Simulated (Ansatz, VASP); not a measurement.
GaN: VASP beside Ansatz

```
Ga N
1.0
     3.21862    0.00000    0.00000
    -1.60931    2.78741    0.00000
     0.00000    0.00000    5.24355
Ga N
2 2
Cartesian
  0.0000 1.8583 0.0007
  1.6093 0.9291 2.6225
  0.0000 1.8583 1.9761
  1.6093 0.9291 4.5979
```

Alike in both runs: functional PBE; k mesh 12 × 12 × 6; occupations gaussian, width 0.02 eV; no spin polarisation.

Ansatz relaxed the structure, and its values are those at the end. VASP's run is a single point on that final structure, the one shown.

|  | VASP | Ansatz |
| --- | --- | --- |
| version | VASP 6.6.1 | Ansatz 0.2.0 |
| potentials or method | VASP PAW PBE potentials, release 64 (Ga_d, N), cutoff 600 eV | scalar-relativistic, plane waves, PAW |
| valence electrons in the cell | 36 | 36 |

```tsv
	VASP	Ansatz	Ansatz less VASP
gap on the k mesh at the Fermi level (eV)	1.71	1.71	-0.004
least direct gap on the mesh (eV)	1.71	1.71	-0.004
pressure (GPa)	0.0	0.0	+0.03
```
